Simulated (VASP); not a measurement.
# GaN (Fm-3m) in VASP: a series of runs

GaN is run at these levels: HSE06, r2SCAN; tasks: single point.

Program: VASP 6.6.1. These are calculated values, not measurements. Logs are shortened: lines on timing, memory, paths and dates and some standing lists are left out, and cuts for length are marked.

**1. The cell of the first run**

The structure is cubic, space group Fm-3m (No. 225). Conventional cell: a = 4.048 Å, b = 4.048 Å, c = 4.048 Å, α = 90.00°, β = 90.00°, γ = 90.00°. Ga (site symmetry m-3m) has 6 N at 2.02 Å within 2.7 Å. Within 2.7 Å of N (site symmetry m-3m) lie 6 Ga at 2.02 Å.

**2. Single point, HSE06 (strain -4.0%)**

The input, POSCAR:

```
GaN
1.0
    0.0000000000      2.0241746249      2.0241746249
    2.0241746249      0.0000000000      2.0241746249
    2.0241746249      2.0241746249      0.0000000000
Ga N
1 1
Direct
    0.0000000000      0.0000000000      0.0000000000
    0.5000000000      0.5000000000      0.5000000000
```

The input, INCAR.step1:

```
  PREC = Accurate
  ENCUT = 520
  EDIFF = 1E-5
  ISMEAR = 0
  SIGMA = 0.01
  LREAL = False
  LASPH = True
  NELM = 60
  ALGO = Normal
  ISIF = 2
  LWAVE = True
  LCHARG = False
  NBANDS = 16
  GGA = PE
  KPAR = 4
```

The input, INCAR.step2:

```
  PREC = Accurate
  ENCUT = 520
  EDIFF = 1E-6
  ISMEAR = 0
  SIGMA = 0.01
  LREAL = False
  LASPH = True
  NELM = 60
  ALGO = Normal
  ISIF = 2
  LWAVE = False
  LCHARG = False
  GGA = PE
  LHFCALC = True
  HFSCREEN = 0.2079
  PRECFOCK = Normal
  NBANDS = 16
  ISTART = 1
  KPAR = 4
```

The input, KPOINTS:

```
Automatic mesh
0
Gamma
  8 8 8
```

Potentials or basis: VASP PAW PBE potentials, release 64 (Ga_d, N).

The run is started by

```
$ cat potpaw_PBE.64/Ga_d/POTCAR potpaw_PBE.64/N/POTCAR > POTCAR
$ cp INCAR.step1 INCAR
$ mpirun -np 4 vasp_std > vasp.out
$ cp INCAR.step2 INCAR
$ mpirun -np 4 vasp_std > vasp.out
```

OUTCAR:

```text
PREC = Accurate
   ENCUT = 520
   EDIFF = 1E-6
   ISMEAR = 0
   LREAL = False
   LASPH = True
   NELM = 60
   ISIF = 2
   GGA = PE
   LHFCALC = True
   HFSCREEN = 0.2079
   PRECFOCK = Normal
   ISTART = 1

 ion  position               nearest neighbor table
   1  0.000  0.000  0.000-   2 2.02   2 2.02   2 2.02   2 2.02   2 2.02   2 2.02
   2  0.500  0.500  0.500-   1 2.02   1 2.02   1 2.02   1 2.02   1 2.02   1 2.02

  LATTYP: Found a face centered cubic cell.
 ALAT       =     4.0483492498

  Lattice vectors:

 A1 = (   0.0000000000,   2.0241746249,   2.0241746249)
 A2 = (   2.0241746249,   0.0000000000,   2.0241746249)
 A3 = (   2.0241746249,   2.0241746249,   0.0000000000)

Analysis of symmetry for initial positions (statically):
=====================================================================
 Subroutine PRICEL returns:
 Original cell was already a primitive cell.

 Routine SETGRP: Setting up the symmetry group for a
 face centered cubic supercell.

 Subroutine GETGRP returns: Found 48 space group operations
 (whereof 48 operations were pure point group operations)
 out of a pool of 48 trial point group operations.

The static configuration has the point symmetry O_h .

Analysis of symmetry for dynamics (positions and initial velocities):
=====================================================================
 Subroutine PRICEL returns:
 Original cell was already a primitive cell.

 Routine SETGRP: Setting up the symmetry group for a
 face centered cubic supercell.

 Subroutine GETGRP returns: Found 48 space group operations
 (whereof 48 operations were pure point group operations)
 out of a pool of 48 trial point group operations.

The dynamic configuration has the point symmetry O_h .

 Subroutine INISYM returns: Found 48 space group operations
 (whereof 48 operations are pure point group operations),
 and found     1 'primitive' translations

----------------------------------------------------------------------------------------

                                     Primitive cell

  volume of cell :      16.5872

  direct lattice vectors                    reciprocal lattice vectors
     0.000000000  2.024174625  2.024174625    -0.247014261  0.247014261  0.247014261
     2.024174625  0.000000000  2.024174625     0.247014261 -0.247014261  0.247014261
     2.024174625  2.024174625  0.000000000     0.247014261  0.247014261 -0.247014261

  length of vectors
     2.862615207  2.862615207  2.862615207     0.427841251  0.427841251  0.427841251

  position of ions in fractional coordinates (direct lattice)
     0.000000000  0.000000000  0.000000000
     0.500000000  0.500000000  0.500000000

  ion indices of the primitive-cell ions
   primitive index   ion index
                 1           1
                 2           2

----------------------------------------------------------------------------------------

 KPOINTS: Automatic mesh

Automatic generation of k-mesh.
 Grid dimensions read from file:
 generate k-points for:    8    8    8

 Generating k-lattice:

  Cartesian coordinates                     Fractional coordinates (reciprocal lattice)
    -0.030876783  0.030876783  0.030876783     0.125000000  0.000000000  0.000000000
     0.030876783 -0.030876783  0.030876783     0.000000000  0.125000000  0.000000000
     0.030876783  0.030876783 -0.030876783     0.000000000  0.000000000  0.125000000

  Length of vectors
     0.053480156  0.053480156  0.053480156

  Shift w.r.t. Gamma in fractional coordinates (k-lattice)
     0.000000000  0.000000000  0.000000000

 Subroutine IBZKPT returns following result:
 ===========================================

 Found     29 irreducible k-points:

 Following reciprocal coordinates:
            Coordinates               Weight
  0.000000  0.000000  0.000000      1.000000
  0.125000  0.000000  0.000000      8.000000
  0.250000  0.000000  0.000000      8.000000
  0.375000  0.000000  0.000000      8.000000
  0.500000  0.000000  0.000000      4.000000
  0.125000  0.125000  0.000000      6.000000
[... 16 lines left out ...]
  0.500000  0.250000  0.125000     48.000000
 -0.375000  0.250000  0.125000     24.000000
 [... further k-points ...]
   k-points           NKPTS =     29   k-points in BZ     NKDIM =    512   number of bands    NBANDS=     16
   number of dos      NEDOS =    301   number of ions     NIONS =      2
   total plane-waves  NPLWV =  13824
   dimension x,y,z NGX =    24 NGY =   24 NGZ =   24
   dimension x,y,z NGXF=    48 NGYF=   48 NGZF=   48
   ions per type =               1   1
   NGX,Y,Z   is equivalent  to a cutoff of  13.94, 13.94, 13.94 a.u.
   NGXF,Y,Z  is equivalent  to a cutoff of  27.88, 27.88, 27.88 a.u.
 SYSTEM =  unknown system
   PREC   = accura    normal or accurate (medium, high low for compatibility)
   ISTART =      1    job   : 0-new  1-cont  2-samecut
   ICHARG =      0    charge: 1-file 2-atom 10-const
   ISPIN  =      1    spin polarized calculation?
   LNONCOLLINEAR =      F non collinear calculations
   LSORBIT =      F    spin-orbit coupling
   LASPH  =      T    aspherical Exc in radial PAW
   ENCUT  =  520.0 eV  38.22 Ry    6.18 a.u.   5.32  5.32  5.32*2*pi/ulx,y,z
   NELM   =     60;   NELMIN=  2; NELMDL=  0     # of ELM steps
   EDIFF  = 0.1E-05   stopping-criterion for ELM
   LREAL  =      F    real-space projection
   EDIFFG = 0.1E-04   stopping-criterion for IOM
   NSW    =      0    number of steps for IOM
   IBRION =     -1    ionic relax: 0-MD 1-quasi-New 2-CG
   NFREE  =      0    steps in history (QN), initial steepest desc. (CG)
   ISIF   =      2    stress and relaxation
   ISYM   =      3    0-nonsym 1-usesym 2-fastsym
   POTIM  = 0.5000    time-step for ionic-motion
   TEBEG  =    0.0;   TEEND  =   0.0 temperature during run
   PSTRESS=    0.0 pullay stress
   NELECT =      18.0000    total number of electrons
   NUPDOWN=      -1.0000    fix difference up-down
   EMIN   =  10.00;   EMAX   =-10.00  energy-range for DOS
   EFERMI =   0.00;   METHOD = LEGACY
   ISMEAR =     0;   SIGMA  =   0.01  broadening in eV -4-tet -1-fermi 0-gaus
   EFERMI_NEDOS =   21; number of points for ismear=-14 and -15
   IALGO  =     38    algorithm
   IMIX   =      1    mixing-type and parameters
     AMIX     =   0.40;   BMIX     =  1.00
     AMIX_MAG =   1.60;   BMIX_MAG =  1.00
  volume/ion in A,a.u.               =       8.29        55.97
  Fermi-wavevector in a.u.,A,eV,Ry     =   1.682316  3.179117 38.507054  2.830189
  Thomas-Fermi vector in A             =   2.765717
   LORBIT       =      0    0 simple, 1 ext, 2 COOP (PROOUT), +10 PAW based schemes
   GGA     = PE    functional components
   LHFCALC =     T    Hartree Fock is set to
   PRECFOCK=normal    Normal, Fast or Accurate (Low or Medium for compatibility)
   ENCUT4O =  -1.0   cutoff for four orbital integrals eV
   NKREDX  =     1    reduce k-point grid by
   NKREDY  =     1    reduce k-point grid by
   NKREDZ  =     1    reduce k-point grid by
   AEXX    =    0.2500 exact exchange contribution
   HFSCREEN=    0.2079 screening length (either q_TF or 0.3 A-1)
   HFSCREENC=   0.2079 screening length for correlation (either q_TF or 0.3 A-1)
   ENCUTFOCK=  -1.0 apply spherical cutoff to Coloumb kernel
   IVDW    =     0    specifies the selected vdW correction
   LEPSILON=     F    determine dielectric tensor
   LRPA    =     F    only Hartree local field effects (RPA)
 non-spin polarized calculation
 Gauss-broadening in eV      SIGMA  =   0.01
  energy-cutoff  :      520.00
  volume of cell :       16.59
 maximum number of plane-waves:       459
 NGX is ok and might be reduce to    24
  NGX = 16; NGY = 16; NGZ = 16

 number of electron      18.0000005 magnetization

 Free energy of the ion-electron system (eV)
  ---------------------------------------------------
  ext. energy  EPLUGINS =         0.00000000
  ---------------------------------------------------
  free energy    TOTEN  =       -13.55398314 eV

  energy without entropy =      -13.55398314  energy(sigma->0) =      -13.55398314

 E-fermi :   8.8482     XC(G=0): -11.2267

 val. band max:        8.7572504748   @ k =  -0.2500   0.1250   0.0000
 cond. band min:      11.6456580352   @ k =   0.5000   0.5000   0.0000
 fundamental gap:      2.8884075604
 Fermi energy:         8.8482328817

 k-point     1 :       0.0000    0.0000    0.0000
  band No.  band energies     occupation
      1     -11.5590      2.00000
      2      -7.3443      2.00000
      3      -7.3443      2.00000
      4      -7.3443      2.00000
      5      -7.2866      2.00000
      6      -7.2866      2.00000
[... 8 lines left out ...]
     15      28.8074      0.00000
     16      28.8074      0.00000

 k-point     2 :       0.1250    0.0000    0.0000
  band No.  band energies     occupation
      1     -11.1920      2.00000
      2      -7.3632      2.00000
      3      -7.3539      2.00000
      4      -7.3539      2.00000
      5      -7.2867      2.00000
      6      -7.2867      2.00000
[... 8 lines left out ...]
     15      28.0256      0.00000
     16      28.0256      0.00000

 k-point     3 :       0.2500    0.0000    0.0000
  band No.  band energies     occupation
      1     -10.1508      2.00000
      2      -7.4697      2.00000
      3      -7.4697      2.00000
      4      -7.4100      2.00000
      5      -7.1919      2.00000
      6      -7.1919      2.00000
[... 8 lines left out ...]
     15      29.6152      0.00000
     16      29.6152      0.00000

 k-point     4 :       0.3750    0.0000    0.0000
  band No.  band energies     occupation
      1      -8.7034      2.00000
      2      -7.5883      2.00000
      3      -7.5883      2.00000
      4      -7.4707      2.00000
      5      -7.0907      2.00000
      6      -7.0907      2.00000
[... 8 lines left out ...]
     15      32.7296      0.00000
     16      32.7296      0.00000
[... 324 lines left out ...]
 k-point    22 :       0.3750    0.2500    0.1250
  band No.  band energies     occupation
      1      -9.6191      2.00000
      2      -7.4439      2.00000
      3      -7.4183      2.00000
      4      -7.3681      2.00000
      5      -7.1753      2.00000
      6      -6.9151      2.00000
[... 8 lines left out ...]
     15      33.7429      0.00000
     16      34.1020      0.00000

 k-point    23 :       0.5000    0.2500    0.1250
  band No.  band energies     occupation
      1      -9.0061      2.00000
      2      -7.5066      2.00000
      3      -7.4380      2.00000
      4      -7.3213      2.00000
      5      -7.0790      2.00000
      6      -6.1701      2.00000
[... 8 lines left out ...]
     15      33.8436      0.00000
     16      35.2978      0.00000

 k-point    24 :      -0.3750    0.2500    0.1250
  band No.  band energies     occupation
      1      -8.8203      2.00000
      2      -7.5552      2.00000
      3      -7.4468      2.00000
      4      -7.2914      2.00000
      5      -7.0362      2.00000
      6      -5.4799      2.00000
[... 8 lines left out ...]
     15      31.2039      0.00000
     16      36.1306      0.00000

 [... further k-points ...]

------------------------ aborting loop because EDIFF is reached ----------------------------------------

  FORCE on cell =-STRESS in cart. coord.  units (eV):
  Direction    XX          YY          ZZ          XY          YZ          ZX
  --------------------------------------------------------------------------------------
  -------------------------------------------------------------------------------------
  Total        4.0524934      4.0524934      4.0524934      0.0000000     -0.0000000      0.0000000
  in kB      391.4343820    391.4343820    391.4343820      0.0000000     -0.0000000      0.0000000
  external PRESSURE =     391.4343820 kB  Pullay stress =       0.0000000 kB

 VOLUME and BASIS-vectors are now :
 -----------------------------------------------------------------------------
  energy-cutoff  :      520.00
  volume of cell :       16.59
      direct lattice vectors                 reciprocal lattice vectors
     0.000000000  2.024174625  2.024174625    -0.247014261  0.247014261  0.247014261
     2.024174625  0.000000000  2.024174625     0.247014261 -0.247014261  0.247014261
     2.024174625  2.024174625  0.000000000     0.247014261  0.247014261 -0.247014261

 POSITION                                       TOTAL-FORCE (eV/Angst)
 -----------------------------------------------------------------------------------
      0.00000      0.00000      0.00000         0.000000     -0.000000     -0.000000
      2.02417      2.02417      2.02417        -0.000000      0.000000      0.000000
 -----------------------------------------------------------------------------------
    total drift:                                0.000018      0.000010      0.000025

  FREE ENERGIE OF THE ION-ELECTRON SYSTEM (eV)
  ---------------------------------------------------
  free  energy   TOTEN  =       -13.5539831385 eV

  energy  without entropy=      -13.5539831385  energy(sigma->0) =      -13.55398314
```

Run time: 15 min. Hardware: 4 MPI ranks of Intel Xeon Platinum 8375C at 2.90GHz (Ice Lake), shared host; peak memory 0.23 GiB.

What came out:

```
Free energy            : -13.5540 eV
Pressure               : 39.1 GPa
Band gap on the k mesh : 2.89 eV (least direct gap 6.01 eV)
```

Caveat: the cell differs from its parent crystal (strain -4.0%); the cell stands under pressure; the structure was generated, so it needn't be the stable form of GaN; the PAW data sets were made with another functional, which shifts forces and pressure a little. A k mesh can miss the band edges.

**3. Single point, r2SCAN, non-collinear spin, zero start, spin-orbit coupling (strain +3.0%)**

The input, POSCAR:

```
GaN
1.0
    0.0000000000      2.1717706913      2.1717706913
    2.1717706913      0.0000000000      2.1717706913
    2.1717706913      2.1717706913      0.0000000000
Ga N
1 1
Direct
    0.0000000000      0.0000000000      0.0000000000
    0.5000000000      0.5000000000      0.5000000000
```

The input, INCAR.step1:

```
  PREC = Accurate
  ENCUT = 520
  ISMEAR = -1
  SIGMA = 0.02
  LREAL = F
  LASPH = T
  NELM = 150
  MAGMOM = 0 0 0 0 0 0
  LSORBIT = T
  GGA_COMPAT = F
  NBANDS = 30
  GGA = PE
  ALGO = Normal
  EDIFF = 1E-4
  LWAVE = T
  LCHARG = F
```

The input, INCAR.step2:

```
  PREC = Accurate
  ENCUT = 520
  EDIFF = 1E-7
  ISMEAR = -1
  SIGMA = 0.02
  LREAL = F
  LASPH = T
  NELM = 150
  ALGO = Normal
  ISIF = 2
  LWAVE = F
  LCHARG = F
  MAGMOM = 0 0 0 0 0 0
  LORBIT = 11
  LSORBIT = T
  GGA_COMPAT = F
  LORBMOM = T
  METAGGA = R2SCAN
  LMIXTAU = T
  NBANDS = 30
  ISTART = 1
```

The input, KPOINTS:

```
regular mesh
0
Gamma
  10 10 10
```

Potentials or basis: VASP PAW PBE potentials, release 64 (Ga_d, N).

The run is started by

```
$ cat potpaw_PBE.64/Ga_d/POTCAR potpaw_PBE.64/N/POTCAR > POTCAR
$ cp INCAR.step1 INCAR
$ mpirun -np 1 vasp_ncl > vasp.out
$ cp INCAR.step2 INCAR
$ mpirun -np 1 vasp_ncl > vasp.out
```

Run time: 3.8 min. Hardware: 1 thread of Intel Xeon Platinum 8488C (Sapphire Rapids), shared host; peak memory 0.24 GiB.

Results (log left out):

* Free energy: -20.8869 eV
* Pressure: -17.1 GPa
* Net moment: 0.00 μB per cell
* Valence electrons inside the program's atomic spheres: Ga 11.47; N 3.71

Moments on the atoms (μB; x, y, z):
```
Ga  0.00 0.00 0.00
N   0.00 0.00 0.00
```

Caveat: the cell differs from its parent crystal (strain +3.0%); the cell stands under tension; the structure was generated, so it needn't be the stable form of GaN; the PAW data sets were made with another functional, which shifts forces and pressure a little.

(Continued in part 2 of 2.)
